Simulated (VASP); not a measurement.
# Rh (Fm-3m) in VASP: further runs, part 2 of 2

VASP 6.6.1.

### Step 4. Relaxation of cell and atoms, PBE

This run uses another cell than the first one, of 13.67 Å³/atom, 0.964 times its volume.

The input, INCAR:

```
SYSTEM = Rh
ALGO     = Normal         ! electronic algorithm
EDIFF    = 1E-7           ! SCF threshold, eV
EDIFFG   = -0.01          ! ionic threshold
ENCUT    = 500            ! plane-wave cutoff, eV
GGA      = PE             ! functional
GGA_COMPAT= .False.      
IBRION   = 2              ! ionic algorithm
ISIF     = 3              ! what is computed and relaxed
ISMEAR   = -1             ! smearing method
LASPH    = .True.         ! aspherical terms in the spheres
LCHARG   = .False.        ! write CHGCAR
LREAL    = .False.        ! projectors in reciprocal space
LWAVE    = .False.        ! write WAVECAR
NELM     = 120            ! most SCF steps
NELMIN   = 4            
NSW      = 80             ! ionic steps
PREC     = Accurate       ! precision mode
SIGMA    = 0.1            ! smearing width, eV
```

The input, KPOINTS:

```
k-points
0
Gamma
  9 9 9
  0 0 0
```

The input, POSCAR:

```
Rh
1.0
    0.0000000000      1.8978500000      1.8978500000
    1.8978500000      0.0000000000      1.8978500000
    1.8978500000      1.8978500000      0.0000000000
Rh
1
Direct
    0.0000000000      0.0000000000      0.0000000000
```

Potentials or basis: VASP PAW PBE potentials, release 64 (Rh_pv).

The run is started by

```
cat potpaw_PBE.64/Rh_pv/POTCAR > POTCAR
mpirun -np 1 vasp_std > vasp.out
```

OUTCAR:

```text
SYSTEM = Rh
   EDIFF = 1E-7
   EDIFFG = -0.01
   ENCUT = 500
   GGA = PE
   IBRION = 2
   ISIF = 3
   ISMEAR = -1
   LASPH = .True.
   LREAL = .False.
   NELM = 120
   NELMIN = 4
   NSW = 80
   PREC = Accurate

 ion  position               nearest neighbor table
   1  0.000  0.000  0.000-

  LATTYP: Found a face centered cubic cell.
 ALAT       =     3.7957000000

  Lattice vectors:

 A1 = (   0.0000000000,   1.8978500000,   1.8978500000)
 A2 = (   1.8978500000,   0.0000000000,   1.8978500000)
 A3 = (   1.8978500000,   1.8978500000,   0.0000000000)

Analysis of symmetry for initial positions (statically):
=====================================================================
 Subroutine PRICEL returns:
 Original cell was already a primitive cell.

 Routine SETGRP: Setting up the symmetry group for a
 face centered cubic supercell.

 Subroutine GETGRP returns: Found 48 space group operations
 (whereof 48 operations were pure point group operations)
 out of a pool of 48 trial point group operations.

The static configuration has the point symmetry O_h .

[... 167 lines left out ...]
  in kB       80.1406685     80.1406685     80.1406685      0.0000000      0.0000000      0.0000000
  external PRESSURE =      80.1406685 kB  Pullay stress =       0.0000000 kB
[... 92 lines left out ...]
--------------------------------------- Ionic step        4  -------------------------------------------

 number of electron      15.0000003 magnetization

 Free energy of the ion-electron system (eV)
  ---------------------------------------------------
  ext. energy  EPLUGINS =         0.00000000
  ---------------------------------------------------
  free energy    TOTEN  =        -7.27148659 eV

  energy without entropy =       -7.22724972  energy(sigma->0) =       -7.24936815

 E-fermi :  11.4149     XC(G=0): -13.8802

 val. band max:       11.3581485467   @ k =   0.3333   0.2222   0.0000
 cond. band min:      11.4158506607   @ k =  -0.3333   0.3333   0.0000
 fundamental gap:      0.0577021140
 Fermi energy:        11.4148820833

 k-point     1 :       0.0000    0.0000    0.0000
  band No.  band energies     occupation
      1     -34.8683      2.00000
      2     -34.8683      2.00000
      3     -34.8683      2.00000
      4       3.6897      2.00000
      5       8.5085      2.00000
      6       8.5085      2.00000
      7       8.5085      2.00000
      8      10.5109      1.99976
      9      10.5109      1.99976
     10      27.4916      0.00000
     11      32.0628      0.00000
[... 309 lines left out ...]
 k-point    24 :       0.4444    0.4444    0.0000
  band No.  band energies     occupation
      1     -35.4850      2.00000
      2     -35.1089      2.00000
      3     -35.1089      2.00000
      4       5.4620      2.00000
      5       5.8083      2.00000
      6      11.9337      0.01110
      7      12.2323      0.00056
      8      12.2323      0.00056
      9      14.0600      0.00000
     10      24.2403      0.00000
     11      25.0178      0.00000

 [... further k-points ...]

------------------------ aborting loop because EDIFF is reached ----------------------------------------

  FORCE on cell =-STRESS in cart. coord.  units (eV):
  Direction    XX          YY          ZZ          XY          YZ          ZX
  --------------------------------------------------------------------------------------
  -------------------------------------------------------------------------------------
  Total       -0.0006035     -0.0006035     -0.0006035      0.0000000      0.0000000      0.0000000
  in kB       -0.0686775     -0.0686775     -0.0686775      0.0000000      0.0000000      0.0000000
  external PRESSURE =      -0.0686775 kB  Pullay stress =       0.0000000 kB
[... 16 lines left out ...]
  FREE ENERGIE OF THE ION-ELECTRON SYSTEM (eV)
  ---------------------------------------------------
  free  energy   TOTEN  =        -7.2714865861 eV

  energy  without entropy=       -7.2272497199  energy(sigma->0) =       -7.24936815

 reached required accuracy - stopping structural energy minimisation
```

OSZICAR:

```text
N       E                     dE             d eps       ncg     rms          rms(c)
DAV:   1     0.113785772324E+03    0.11379E+03   -0.93180E+03   778   0.143E+03
DAV:   2    -0.643086272140E+01   -0.12022E+03   -0.11516E+03   788   0.384E+02
DAV:   3    -0.776203058772E+01   -0.13312E+01   -0.13243E+01   911   0.470E+01
[... 35 lines left out ...]
DAV:   3    -0.727148466662E+01   -0.52590E-06   -0.32788E-06   839   0.238E-02    0.855E-03
DAV:   4    -0.727148683078E+01   -0.21642E-05   -0.11123E-06   815   0.146E-02    0.698E-04
DAV:   5    -0.727148670392E+01    0.12686E-06   -0.25738E-08   451   0.258E-03    0.330E-04
DAV:   6    -0.727148658702E+01    0.11690E-06   -0.28604E-09   400   0.887E-04    0.348E-05
DAV:   7    -0.727148658612E+01    0.89949E-09   -0.43956E-10   394   0.292E-04
   4 F= -.72714866E+01 E0= -.72493682E+01  d E =-.982150E-02
```

CONTCAR:

```text
Rh
   1.00000000000000
     0.0000000000000000    1.9164748428111507    1.9164748428111507
     1.9164748428111507    0.0000000000000000    1.9164748428111507
     1.9164748428111507    1.9164748428111507    0.0000000000000000
  Rh
     1
Direct
     0.0000000000000000    0.0000000000000000    0.0000000000000000

  0.00000000E+00  0.00000000E+00  0.00000000E+00
```

Run time: 23 s. Hardware: 1 thread of Intel Xeon Platinum 8375C at 2.90GHz (Ice Lake), shared host; peak memory 0.13 GiB.

What came out:

| Item | Value |
| --- | --- |
| Free energy | -7.2715 eV |
| Relaxed volume | 14.08 Å³/atom |
| Relaxed cell | a = 2.710 Å, b = 2.710 Å, c = 2.710 Å, α = 60.00°, β = 60.00°, γ = 60.00° |
| Space group after relaxing (to 0.05 Å) | Fm-3m (No. 225) |
| Energy gained by relaxing | 9.8 meV/atom |
| Ionic steps | 4 |
| Pressure after relaxing | 0.0 GPa |

Step by step:
| step | energy change (eV) | largest force (eV/Å) | pressure (GPa) | volume (Å³) |
| --- | --- | --- | --- | --- |
| 1 | 0.0000 | 0.0000 | 8.01 | 13.67 |
| 2 | 0.0383 | 0.0000 | -14.49 | 15.07 |
| 3 | -0.0098 | 0.0000 | -0.18 | 14.09 |
| 4 | -0.0098 | 0.0000 | -0.01 | 14.08 |

Final structure:
```xyz
1
Lattice="0.0000 1.9165 1.9165 1.9165 0.0000 1.9165 1.9165 1.9165 0.0000" Properties=species:S:1:pos:R:3 pbc="T T T"
Rh    0.0000    0.0000    0.0000
```

### Step 5. Summary

```tsv
task	cell	gap on the mesh (eV)	pressure (GPa)
single point	a = 2.717 Å, angles 60.0°, 1 atom	none	-1.8
relaxation of cell and atoms	relaxed to -2 GPa from a = 2.684 Å, angles 60.0°, 1 atom	none	-2.0
relaxation of cell and atoms	relaxed from a = 2.684 Å, angles 60.0°, 1 atom	none	0.0
```

Alike in all rows: level PBE; potentials or basis VASP PAW PBE potentials, release 64 (Rh_pv); no spin polarisation; k mesh 9 × 9 × 9; cutoff (eV) 500; smearing fermi-dirac 0.1 eV.

Caveats: the cell is relaxed towards a set pressure, so the enthalpy falls and the energy may rise (some runs).

Total energies depend on the potentials used, so only differences within one code and one set of settings carry meaning.
